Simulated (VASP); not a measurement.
# BP: single point with PBE

BP:

```
CELL_PARAMETERS angstrom
0.00000 2.26900 2.26900
2.26900 0.00000 2.26900
2.26900 2.26900 0.00000
ATOMIC_POSITIONS crystal
B 0.00000 0.00000 0.00000
P 0.25000 0.25000 0.25000
```

```json
{
  "Program": "VASP 6.6.1",
  "Task": "single point",
  "Functional": "PBE",
  "Potentials or basis": "VASP PAW PBE potentials, release 64 (B, P)",
  "Cutoff": "520 eV",
  "k mesh": "8 × 8 × 8",
  "Occupations": "gaussian, width 0.01 eV",
  "Spin": "no spin polarisation",
  "Dipole correction": "no",
  "Further INCAR settings": "ALGO = Normal; EDIFF = 1e-06; NBANDS = 11"
}
```

| Item | Value |
| --- | --- |
| Pressure | 0.9 GPa |
| Band gap on the k mesh | 1.27 eV, indirect (least direct gap 3.40 eV) |

Levels at points of the mesh, in eV from the valence-band top:
```
           k point  band 1  band 2  band 3  band 4  band 5  band 6  band 7  band 8  band 9
(0.00, 0.00, 0.00)  -15.46    0.00    0.00    0.00    3.40    3.40    3.40    7.37   11.51
(0.50, 0.00, 0.00)  -12.14   -9.03   -1.76   -1.76    3.78    4.71    4.71   10.13   14.63
(0.50, 0.50, 0.00)  -10.61   -8.58   -4.11   -4.11    1.33    1.66   12.12   12.12   15.23
```

It took 3.1 s on 1 thread of AMD EPYC 9R45 (Zen 5) (shared host), peak memory 0.1 GiB.

A k mesh can miss the band edges. As with any semilocal functional, this PBE gap is likely too small.
